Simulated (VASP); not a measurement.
Write the native input for VASP 6.6.1 that does the following.

```yaml
Task: single point
Functional: PBE
Potentials_or_basis: VASP PAW PBE potentials, release 64 (Ga_d, S)
Cutoff: 520 eV
k_mesh: 6 × 6 × 4
Occupations: gaussian, width 0.1 eV
Spin: no spin polarisation
Dipole_correction: no
Further_INCAR_settings: ALGO = Normal; EDIFF = 1e-06; NBANDS = 20
```

The structure of GaS2 lies in POSCAR:

```
GaS2
1.0
    3.1033069200      0.0000000000      0.0000000000
    0.0000000000      3.1033069200      0.0000000000
    0.0000000000      0.0000000000      6.4029011700
Ga S
1 2
Direct
    0.0000000000      0.0000000000      0.0000000000
    0.5000000000      0.5000000000      0.2949999900
    0.5000000000      0.5000000000      0.7050000100
```

The cell was built from a structure type or drawn by symmetry, and may not be a known phase.

The input as run:

INCAR

```
PREC     = Accurate       # precision mode
ENCUT    = 520            # plane-wave cutoff, eV
EDIFF    = 1E-6           # SCF threshold, eV
ISMEAR   = 0              # smearing method
SIGMA    = 0.1            # smearing width, eV
LREAL    = False          # projectors in reciprocal space
LASPH    = True           # aspherical terms in the spheres
NELM     = 80             # most SCF steps
ALGO     = Normal         # electronic algorithm
ISIF     = 2              # what is computed and relaxed
LWAVE    = False          # write WAVECAR
LCHARG   = False          # write CHGCAR
GGA      = PE             # functional
NBANDS   = 20             # bands
```

KPOINTS

```
Automatic mesh
0
Gamma
  6 6 4
```

Potentials or basis: VASP PAW PBE potentials, release 64 (Ga_d, S).

Run with:

```sh
$ cat potpaw_PBE.64/Ga_d/POTCAR potpaw_PBE.64/S/POTCAR > POTCAR
$ mpirun -np 1 vasp_std > vasp.out
```

It gave:

* Pressure: -4.9 GPa
* Largest force: 0.075 eV/Å
* Band gap on the k mesh: zero (an odd number of electrons rules out a gap without spin polarisation)

Caveat: the cell stands under tension.

Run time: 13 s on 1 thread of Intel(R) Xeon(R) 6975P-C (Granite Rapids), on a shared host, peak memory 0.18 GiB.
